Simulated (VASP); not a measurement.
A run of VASP 6.6.1:

The input INCAR:

```
SYSTEM = TaN
PREC = Accurate
ENCUT = 520
EDIFF = 1E-7
ISMEAR = -1
SIGMA = 0.05
LREAL = .False.
LASPH = .True.
NELM = 100
ALGO = Normal
ISIF = 2
LWAVE = .False.
LCHARG = .False.
GGA = PE
NBANDS = 15
```

File KPOINTS:

```
regular mesh
0
Gamma
  15 15 13
  0 0 0
```

Contents of POSCAR:

```
TaN
1.0
    2.8194981666      0.0000000000      0.0000000000
   -1.4097490833      2.4417570382      0.0000000000
    0.0000000000      0.0000000000      2.7918049925
Ta N
1 1
Direct
    0.0000000000      0.0000000000      0.0000000000
    0.3333333333      0.6666666667      0.5000000000
```

Potentials or basis: VASP PAW PBE potentials, release 64 (Ta_pv, N).

Command:

```sh
$ cat potpaw_PBE.64/Ta_pv/POTCAR potpaw_PBE.64/N/POTCAR > POTCAR
$ mpirun -np 1 vasp_std > vasp.out
```

Hardware: 1 thread of Intel(R) Xeon(R) Platinum 8488C (Sapphire Rapids), with other jobs on the host.

**Question.** How long does it take, and how much memory?

**Answer.** Wall time 23 s on 1 thread of Intel(R) Xeon(R) Platinum 8488C (Sapphire Rapids) (shared host), peak memory 0.18 GiB. Counts: scf iterations 13, k points 189.
